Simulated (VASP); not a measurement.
A run of VASP 6.6.1:

The input INCAR:

```
SYSTEM = Ta2H
PREC = Accurate
ENCUT = 520
EDIFF = 1E-6
ISMEAR = 1
SIGMA = 0.15
LREAL = .False.
LASPH = .True.
NELM = 80
ALGO = Normal
ISIF = 2
LWAVE = .False.
LCHARG = .False.
GGA = PS
NBANDS = 18
```

File KPOINTS:

```
Automatic mesh
0
Gamma
  10 10 6
  0 0 0
```

File POSCAR:

```
Ta2H
1.0
    1.7624747464     -2.4293323865      0.0000000000
    1.7624747464      2.4293323865      0.0000000000
    0.0000000000      0.0000000000      4.8746771664
Ta H
2 1
Direct
    0.0000000000      0.5000000000      0.2645700000
    0.5000000000      0.0000000000      0.7354300000
    0.0000000000      0.0000000000      0.0000000000
```

Potentials or basis: VASP PAW PBE potentials, release 64 (Ta_pv, H).

Run with:

```console
$ cat potpaw_PBE.64/Ta_pv/POTCAR potpaw_PBE.64/H/POTCAR > POTCAR
$ mpirun -np 1 vasp_std > vasp.out
```

Hardware: 1 thread of AMD EPYC 9R45 96-Core Processor (Zen 5), with other jobs on the host.

Question: Estimate the wall time of this run.

Answer: Run time: 42 s on 1 thread of AMD EPYC 9R45 96-Core Processor (Zen 5), on a shared host, peak memory 0.18 GiB. Counts: scf iterations 12, k points 124.
